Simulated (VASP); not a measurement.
Al:

```
Al
1.0
     0.00000    2.02481    2.02481
     2.02481    0.00000    2.02481
     2.02481    2.02481    0.00000
Al
1
Direct
  0.00000 0.00000 0.00000
```

- Program: VASP 6.6.1
- Task: relaxation of volume and atoms at fixed shape
- Functional: LDA
- Potentials or basis: VASP PAW LDA potentials, release 64 (Al)
- Cutoff: 500 eV
- k mesh: 9 × 9 × 9
- Occupations: fermi-dirac, width 0.05 eV
- Spin: no spin polarisation

At the start: pressure -3.4 GPa; volume 16.60 Å³/atom.

Q: How do energy, volume and symmetry change on relaxing?

A: Over 3 steps the energy falls by 7.8 meV/atom and the volume is 15.89 Å³/atom (-4.3 %); space group Fm-3m (No. 225, to 0.05 Å).

The path:
| step | energy change (eV) | largest force (eV/Å) | pressure (GPa) | volume (Å³) |
| --- | --- | --- | --- | --- |
| 1 | 0.0000 | 0.0000 | -3.39 | 16.60 |
| 2 | -0.0076 | 0.0000 | 0.64 | 15.77 |
| 3 | -0.0078 | 0.0000 | 0.01 | 15.89 |

Final structure:
```
CELL_PARAMETERS angstrom
0.00000 1.99537 1.99537
1.99537 0.00000 1.99537
1.99537 1.99537 0.00000
ATOMIC_POSITIONS crystal
Al 0.00000 0.00000 0.00000
```
